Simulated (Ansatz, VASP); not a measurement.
# Two plane-wave programs on Ni

```xyz
2
Lattice="2.4216 0.0138 0.0210 -1.1989 2.0657 0.0123 0.0349 0.0438 3.9961" Properties=species:S:1:pos:R:3 pbc="T T T"
Ni   -0.0193    1.4550    1.0267
Ni    1.1707    0.7994    3.0724
```

Alike in both runs: task single point; functional r2SCAN; k mesh 9 × 9 × 5; occupations fermi-dirac, width 0.1 eV; collinear spin.

|  | VASP | Ansatz |
| --- | --- | --- |
| version | VASP 6.6.1 | Ansatz 0.2.0 |
| potentials or method | VASP PAW PBE potentials, release 64 (Ni), cutoff 520 eV | plane waves, PAW |
| valence electrons in the cell | 20 | 36 |

```csv
,VASP,Ansatz,Ansatz less VASP
pressure (GPa),12.8,12.6,-0.14
"traceless stress, the component that is largest in VASP (GPa)",-2.06,-2.04,+0.018
rms of the force components (eV/Å),0.311,0.306,-0.0044
net moment per atom (μB),0.61,0.65,+0.031
size of the moment on the site where the two differ most (μB),0.63,0.71,+0.082
```

VASP's potentials were made for PBE, not for r2SCAN. Site moments also hang on the region over which each program counts them. Atom by atom the forces differ by 0.005 eV/Å (rms over components). VASP's potentials hold 20 valence electrons a cell and Ansatz's 36, so a difference there can come from the potentials and not from the codes. Ansatz's warnings: stability check not made, stress scf threshold loose.
